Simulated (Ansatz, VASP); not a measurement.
**One calculation of NaI, two programs**

```xyz
2
Lattice="4.0405 0.0000 0.0000 0.0000 4.0405 0.0000 0.0000 0.0000 4.0405" Properties=species:S:1:pos:R:3 pbc="T T T"
Na    0.0000    0.0000    0.0000
I     2.0203    2.0203    2.0203
```

Alike in both runs: task single point; functional PBE; k mesh 6 × 6 × 6; occupations fermi-dirac, width 0.02 eV; no spin polarisation.

```csv
,VASP,Ansatz
version,VASP 6.6.1,Ansatz 0.2.0
potentials or method,"VASP PAW PBE potentials, release 64 (Na_pv, I)","plane waves, PAW"
plane-wave cutoff (eV),520,420
valence electrons in the cell,14,26
```

|  | VASP | Ansatz | Ansatz less VASP |
| --- | --- | --- | --- |
| gap on the k mesh at the Fermi level (eV) | 2.30 | 2.30 | +0.003 |
| pressure (GPa) | 0.3 | 0.3 | -0.01 |

VASP's potentials hold 14 valence electrons a cell and Ansatz's 26, so a difference there can come from the potentials and not from the codes.

Spin-orbit coupling is off throughout.
